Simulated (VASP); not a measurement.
# Cr (P6_3/mmc) in VASP: notebook, part 2 of 2

VASP 6.6.1. Earlier steps stand in the parts before.

## 3. Single point, BLYP, collinear spin, ferromagnetic start

This run uses another cell than the first one, of 12.32 Å³/atom.

INCAR reads:

```
PREC = Accurate ; ENCUT = 520
EDIFF = 1E-7 ; ISMEAR = -1
SIGMA = 0.05 ; LREAL = False
LASPH = True ; NELM = 150
ALGO = Normal ; ISIF = 2
LWAVE = False ; LCHARG = False
ISPIN = 2 ; MAGMOM = 1.5 1.5
LORBIT = 11 ; LMAXMIX = 4
GGA = B5 ; ALDAX = 1.0
AGGAX = 1.0 ; AGGAC = 1.0
ALDAC = 0.0 ; NBANDS = 23
```

KPOINTS reads:

```
Automatic mesh
0
Gamma
  14 14 8
```

POSCAR reads:

```
Cr
1.0
    2.5041702608      0.0000000000      0.0000000000
   -1.2520851304      2.1686750613      0.0000000000
    0.0000000000      0.0000000000      4.5378948084
Cr
2
Direct
    0.3333333333      0.6666666667      0.2500000000
    0.6666666667      0.3333333333      0.7500000000
```

Potentials or basis: VASP PAW PBE potentials, release 64 (Cr_pv).

Run with:

```console
> cat potpaw_PBE.64/Cr_pv/POTCAR > POTCAR
> mpirun -np 1 vasp_std > vasp.out
```

Run time: 4.6 min. Hardware: 1 thread of AMD EPYC 7R13, shared host; peak memory 0.18 GiB.

It converged, with:

```
Free energy                                           : -15.9155 eV
Pressure                                              : -0.1 GPa
Band gap on the k mesh                                : zero (filled and empty bands overlap)
Net moment                                            : 0.00 μB per cell
Valence electrons inside the program's atomic spheres : Cr 10.98
```

Levels at points of the mesh, in eV from the Fermi level:
Spin up:
```tsv
k point	band 10	band 11	band 12	band 13	band 14	band 15
(0.00, 0.00, 0.00)	-0.36	-0.36	-0.14	-0.07	-0.07	1.04
(0.50, 0.00, 0.00)	-0.93	-0.44	-0.36	-0.09	2.11	2.69
(0.00, 0.00, 0.50)	-1.62	-0.33	-0.33	-0.33	-0.33	1.68
(0.50, 0.00, 0.50)	-2.39	0.90	0.90	1.26	1.26	2.74
```
Spin down:
```
           k point  band 8  band 9  band 10  band 11  band 12  band 13  band 14  band 15  band 16  band 17
(0.00, 0.00, 0.00)   -3.93   -1.31    -0.36    -0.36    -0.14    -0.07    -0.07     1.04     1.04     2.05
(0.50, 0.00, 0.00)   -3.31   -3.18    -0.93    -0.44    -0.36    -0.09     2.11     2.69     2.79     3.94
(0.00, 0.00, 0.50)   -5.40   -1.62    -1.62    -0.33    -0.33    -0.33    -0.33     1.68     1.68     1.68
(0.50, 0.00, 0.50)   -3.70   -2.39    -2.39     0.90     0.90     1.26     1.26     2.74     2.74     3.39
```

Caveat: an empty level that is flat over the whole mesh can mark a ghost state of the potentials, or a narrow d or f band; the moments typed at the start vanished in this run; the PAW data sets were made with another functional, which shifts forces and pressure a little.

## 4. Single point, BLYP, collinear spin, ferromagnetic start (10.84 Å³/atom)

This run uses another cell than the first one, of 10.84 Å³/atom.

INCAR reads:

```
SYSTEM = Cr
AGGAC = 1.0
AGGAX = 1.0
ALDAC = 0.0
ALDAX = 1.0
ALGO = Normal
EDIFF = 1E-6
ENCUT = 520
GGA = B5
ISIF = 2
ISMEAR = -1
ISPIN = 2
LASPH = .True.
LCHARG = .False.
LMAXMIX = 4
LORBIT = 11
LREAL = .False.
LWAVE = .False.
MAGMOM = 1.5 1.5
NBANDS = 23
NELM = 150
PREC = Accurate
SIGMA = 0.05
```

KPOINTS reads:

```
k-points
0
Gamma
  16 16 8
  0 0 0
```

POSCAR reads:

```
Cr
1.0
    2.3997062227      0.0000000000      0.0000000000
   -1.1998531113      2.0782065504      0.0000000000
    0.0000000000      0.0000000000      4.3485918588
Cr
2
Direct
    0.3333333333      0.6666666667      0.2500000000
    0.6666666667      0.3333333333      0.7500000000
```

Potentials or basis: VASP PAW PBE potentials, release 64 (Cr_pv).

Run with:

```console
> cat potpaw_PBE.64/Cr_pv/POTCAR > POTCAR
> mpirun -np 1 vasp_std > vasp.out
```

OUTCAR:

```text
SYSTEM = Cr
   EDIFF = 1E-6
   ENCUT = 520
   GGA = B5
   ISIF = 2
   ISMEAR = -1
   ISPIN = 2
   LASPH = .True.
   LORBIT = 11
   LREAL = .False.
   NELM = 150
   PREC = Accurate

 ion  position               nearest neighbor table
   1  0.333  0.667  0.250-   2 2.58   2 2.58   2 2.58   2 2.58   2 2.58   2 2.58
   2  0.667  0.333  0.750-   1 2.58   1 2.58   1 2.58   1 2.58   1 2.58   1 2.58

  LATTYP: Found a hexagonal cell.
 ALAT       =     2.3997062227
 C/A-ratio  =     1.8121350929

  Lattice vectors:

 A1 = (   2.3997062227,   0.0000000000,   0.0000000000)
 A2 = (  -1.1998531113,   2.0782065504,   0.0000000000)
 A3 = (   0.0000000000,   0.0000000000,   4.3485918588)

Analysis of symmetry for initial positions (statically):
=====================================================================
 Subroutine PRICEL returns:
 Original cell was already a primitive cell.

 Routine SETGRP: Setting up the symmetry group for a
 hexagonal supercell.

 Subroutine GETGRP returns: Found 24 space group operations
 (whereof 12 operations were pure point group operations)
[... 1442 lines left out ...]
     23      27.0978      0.00000

 [... further k-points ...]

------------------------ aborting loop because EDIFF is reached ----------------------------------------

  FORCE on cell =-STRESS in cart. coord.  units (eV):
  Direction    XX          YY          ZZ          XY          YZ          ZX
  --------------------------------------------------------------------------------------
  -------------------------------------------------------------------------------------
  Total        5.0707731      5.0707731      4.3544940      0.0000000      0.0000000      0.0000000
  in kB      374.6185908    374.6185908    321.7013228      0.0000000      0.0000000      0.0000000
  external PRESSURE =     356.9795015 kB  Pullay stress =       0.0000000 kB

 VOLUME and BASIS-vectors are now :
 -----------------------------------------------------------------------------
  energy-cutoff  :      520.00
  volume of cell :       21.69
      direct lattice vectors                 reciprocal lattice vectors
     2.399706223  0.000000000  0.000000000     0.416717676  0.240592062  0.000000000
    -1.199853111  2.078206550  0.000000000     0.000000000  0.481184125  0.000000000
     0.000000000  0.000000000  4.348591859     0.000000000  0.000000000  0.229959498

 POSITION                                       TOTAL-FORCE (eV/Angst)
 -----------------------------------------------------------------------------------
     -0.00000      1.38547      1.08715        -0.000000      0.000000      0.000000
      1.19985      0.69274      3.26144         0.000000     -0.000000      0.000000
 -----------------------------------------------------------------------------------
    total drift:                               -0.000000      0.000000     -0.000000

  FREE ENERGIE OF THE ION-ELECTRON SYSTEM (eV)
  ---------------------------------------------------
  free  energy   TOTEN  =       -15.6179296493 eV

  energy  without entropy=      -15.5927827565  energy(sigma->0) =      -15.60535620

 total charge

# of ion       s       p       d       tot
------------------------------------------
    1        0.438   6.415   4.396  11.249
    2        0.438   6.415   4.396  11.249
--------------------------------------------------
tot          0.877  12.829   8.791  22.498

 magnetization (x)

# of ion       s       p       d       tot
------------------------------------------
    1        0.000   0.000   0.000   0.000
    2        0.000   0.000   0.000   0.000
--------------------------------------------------
tot          0.000   0.000   0.000   0.000
```

stdout:

```text
POSCAR found type information on POSCAR Cr
 POSCAR found :  1 types and       2 ions
 scaLAPACK will be used
 -----------------------------------------------------------------------------
|                                                                             |
|                                                                             |
|     You enforced a specific xc type in the INCAR file but a different       |
|     I HOPE YOU KNOW WHAT YOU ARE DOING!                                     |
|                                                                             |
 -----------------------------------------------------------------------------

 LDA part: xc-table for (Slater(with rela. corr.)+VWN5), standard interpolation
 POSCAR, INCAR and KPOINTS ok, starting setup
 FFT: planning ... GRIDC
 FFT: planning ... GRID_SOFT
 FFT: planning ... GRID
 WAVECAR not read
 entering main loop
```

Run time: 4 min. Hardware: 1 thread of AMD EPYC 7R13, shared host; peak memory 0.19 GiB.

Results:

```
Free energy                                           : -15.6179 eV
Pressure                                              : 35.7 GPa
Band gap on the k mesh                                : zero (filled and empty bands overlap)
Net moment                                            : 0.00 μB per cell
Valence electrons inside the program's atomic spheres : Cr 11.25
```

Stress tensor (GPa, compression positive):
```
37.46  0.00  0.00
 0.00 37.46  0.00
 0.00  0.00 32.17
```

Caveat: the stress differs along the axes, from 32 to 37 GPa; an empty level that is flat over the whole mesh can mark a ghost state of the potentials, or a narrow d or f band; the moments typed at the start vanished in this run; the PAW data sets were made with another functional, which shifts forces and pressure a little.
